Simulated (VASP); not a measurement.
Zn: single point with PBE

Crystal: Zn.

```
Zn
1.0
     2.62949    0.00000    0.00000
     0.00000    2.62949    0.00000
     0.00000    0.00000    2.62949
Zn
1
Direct
  0.00000 0.00000 0.00000
```

```
Program                : VASP 6.6.1
Task                   : single point
Functional             : PBE
Potentials or basis    : VASP PAW PBE potentials, release 64 (Zn)
Cutoff                 : 520 eV
k mesh                 : 17 × 17 × 17
Occupations            : fermi-dirac, width 0.08 eV
Spin                   : no spin polarisation
Dipole correction      : no
Further INCAR settings : ALGO = Normal; EDIFF = 1e-07; NBANDS = 12
```

* Pressure: 0.2 GPa
* Band gap on the k mesh: zero (band 6 reaches 6.72 eV, above the bottom of band 7 at -0.34 eV)

Levels at points of the mesh, in eV from the Fermi level:
```tsv
k point	band 4	band 5	band 6	band 7	band 8	band 9
(0.00, 0.00, 0.00)	-6.70	-6.70	-6.70	12.26	12.26	12.26
```

It took 44 s on 1 thread of AMD EPYC 7R13 (shared host), peak memory 0.12 GiB.
